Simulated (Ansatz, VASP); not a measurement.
## HfN in VASP and in Ansatz

```
Hf N
1.0
     0.00000    2.23979    2.23979
     2.27390   -0.03411    2.27390
     2.27390    2.27390   -0.03411
Hf N
1 1
Direct
  0.00000 0.00000 0.00000
  0.50000 0.50000 0.50000
```

Change from the starting cell: strain -0.0300 x Voigt [0, 0, 0, 1, 0, 0], atoms carried along.

Alike in both runs: task single point; functional PBE; k mesh 22 × 22 × 22; occupations gaussian, width 0.15 eV; no spin polarisation.

|  | VASP | Ansatz |
| --- | --- | --- |
| version | VASP 6.6.1 | Ansatz 0.2.0 |
| potentials or method | VASP PAW PBE potentials, release 64 (Hf_pv, N), cutoff 520 eV | scalar-relativistic, plane waves, PAW |
| valence electrons in the cell | 15 | 31 |

VASP gave:

```
gap on the k mesh at the Fermi level (eV)                     : none
pressure (GPa)                                                : -2.2
traceless stress, the component that is largest in VASP (GPa) : 3.58
```

Problem. Which values does Ansatz return?

Solution. gap on the k mesh at the Fermi level (eV): none; pressure (GPa): 0.1; traceless stress, the component that is largest in VASP (GPa): 3.53.

A gap of «none» marks a metal or a gap that the smearing closes. The functional is the same, so the differences come from potentials, cutoffs and numerics. VASP's potentials hold 15 valence electrons a cell and Ansatz's 31, so a difference there can come from the potentials and not from the codes.

Neither program's run includes spin-orbit coupling.
